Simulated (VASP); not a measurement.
A run of VASP 6.6.1 is set up as follows.

Contents of INCAR:

```
ALGO = Normal
EDIFF = 1E-6
ENCUT = 520
GGA = PE
ISIF = 2
ISMEAR = 0
LASPH = True
LCHARG = True
LELF = True
LREAL = False
LVHAR = True
LWAVE = False
NBANDS = 16
NELM = 100
PREC = Accurate
SIGMA = 0.05
```

KPOINTS

```
k-points
0
Gamma
  8 8 8
```

File POSCAR:

```
CdSe
1.0
   -0.0001336780      3.1006783433      3.0998059790
    3.0931126089      0.0002800629      3.0993922382
    3.0927816529      3.0999336465      0.0006110188
Cd Se
1 1
Direct
    0.0000606979     -0.0000248538     -0.0000676812
    0.7499393021      0.7500248538      0.7500676812
```

Potentials or basis: VASP PAW PBE potentials, release 64 (Cd, Se).

Run with:

```console
$ cat potpaw_PBE.64/Cd/POTCAR potpaw_PBE.64/Se/POTCAR > POTCAR
$ mpirun -np 1 vasp_std > vasp.out
```

(1) What does it give for the pressure?

(2) Estimate the band gap on the k mesh.

Answers

(1) 0.3 GPa.

(2) 0.49 eV, direct.

Caveat: the cell differs from its parent crystal (atom 1 moved 0.45 Å, then relaxed in part).
